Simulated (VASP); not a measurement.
A run of VASP 6.6.1 is set up as follows.

POSCAR

```
CoNi2SnS4
1.0
    0.0000000000      5.3546489900      0.0000000000
    5.3546489900      0.0000000000      0.0000000000
    2.6773239900      2.6773239900     -5.3535568500
Sn Co S Ni
1 1 4 2
Direct
    0.5000000000      0.5000000000      0.0000000000
    0.0000000000      0.0000000000      0.0000000000
    0.3753000000      0.3753000000      0.7336000000
    0.6247000000      0.1089000000      0.2664000000
    0.8911000000      0.8911000000      0.7336000000
    0.1089000000      0.6247000000      0.2664000000
    0.7500000000      0.2500000000      0.5000000000
    0.2500000000      0.7500000000      0.5000000000
```

File INCAR.step1:

```
SYSTEM = CoNi2SnS4
ALGO = Normal
EDIFF = 1E-4
ENCUT = 520
GGA = PE
ISMEAR = -1
LASPH = .TRUE.
LCHARG = .FALSE.
LREAL = .FALSE.
LWAVE = .TRUE.
NBANDS = 44
NELM = 100
PREC = Accurate
SIGMA = 0.1167
```

The input INCAR.step2:

```
SYSTEM = CoNi2SnS4
ALGO = Normal
EDIFF = 1E-7
ENCUT = 520
ISIF = 2
ISMEAR = -1
ISTART = 1
LASPH = .TRUE.
LCHARG = .FALSE.
LMIXTAU = .TRUE.
LREAL = .FALSE.
LWAVE = .FALSE.
METAGGA = R2SCAN
NBANDS = 44
NELM = 100
PREC = Accurate
SIGMA = 0.1167
```

File KPOINTS:

```
k-points
0
G
  7 7 7
  0 0 0
```

Potentials or basis: VASP PAW PBE potentials, release 64 (Sn_d, Co, S, Ni).

Run with:

```bash
$ cat potpaw_PBE.64/Sn_d/POTCAR potpaw_PBE.64/Co/POTCAR potpaw_PBE.64/S/POTCAR potpaw_PBE.64/Ni/POTCAR > POTCAR
$ cp INCAR.step1 INCAR
$ mpirun -np 1 vasp_std > vasp.out
$ cp INCAR.step2 INCAR
$ mpirun -np 1 vasp_std > vasp.out
```

Task: What does it give for the band gap on the k mesh?

Result: Zero (an odd number of electrons rules out a gap without spin polarisation).

Task: Predict the largest force.

Result: 1.408 eV/Å.

Forces in eV/Å, atoms in the order of the input:
```
Sn   0.000  0.000  0.000
Co   0.000  0.000  0.000
S   -0.968 -0.968  0.331
S   -0.968  0.968 -0.331
S    0.968  0.968  0.331
S    0.968 -0.968 -0.331
Ni   0.000  0.000  0.000
Ni   0.000  0.000  0.000
```

Caveat: the cell stands under tension; the PAW data sets were made with another functional, which shifts forces and pressure a little; spin-orbit coupling is left out, which moves the levels of the heavy elements; the run has no spin polarisation, though such a crystal can be magnetic. With open d or f shells a metallic result of r2SCAN can be an artefact of self-interaction; +U or a hybrid may open a gap.
